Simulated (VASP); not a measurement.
Al2Cu: vibrations by perturbation theory with PBE

Crystal: Al2Cu.

```
Al Cu
1.0
    -2.04462    2.04462    2.89159
     2.04462   -2.04462    2.89159
     2.04462    2.04462   -2.89159
Al Cu
2 1
Cartesian
  2.0446 0.0000 1.4458
  0.0000 2.0446 1.4458
  0.0000 0.0000 2.8916
```

```yaml
Program: VASP 6.6.1
Task: vibrations by perturbation theory
Functional: PBE
Potentials_or_basis: VASP PAW PBE potentials, release 64 (Al, Cu)
Cutoff: 520 eV
k_mesh: 12 × 12 × 12
Occupations: gaussian, width 0.1 eV
Spin: no spin polarisation
Dipole_correction: no
Further_INCAR_settings: ALGO = Normal; EDIFF = 1e-08; NBANDS = 16; IBRION = 8; NSW = 1
```

```
Highest phonon frequency at Γ, LO-TO splitting left out : 309 cm⁻¹
Most unstable mode                                      : 48i cm⁻¹
```

Phonon frequencies in cm⁻¹ (negative: imaginary):
```tsv
q point	frequencies
(0.000, 0.000, 0.000)	-48 -1 -1 256 256 270 270 270 309
```

Wall time 9.1 min on 1 thread of Intel(R) Xeon(R) 6975P-C (Granite Rapids), with other jobs on the host, peak memory 0.79 GiB.

Caveat: some modes are imaginary.
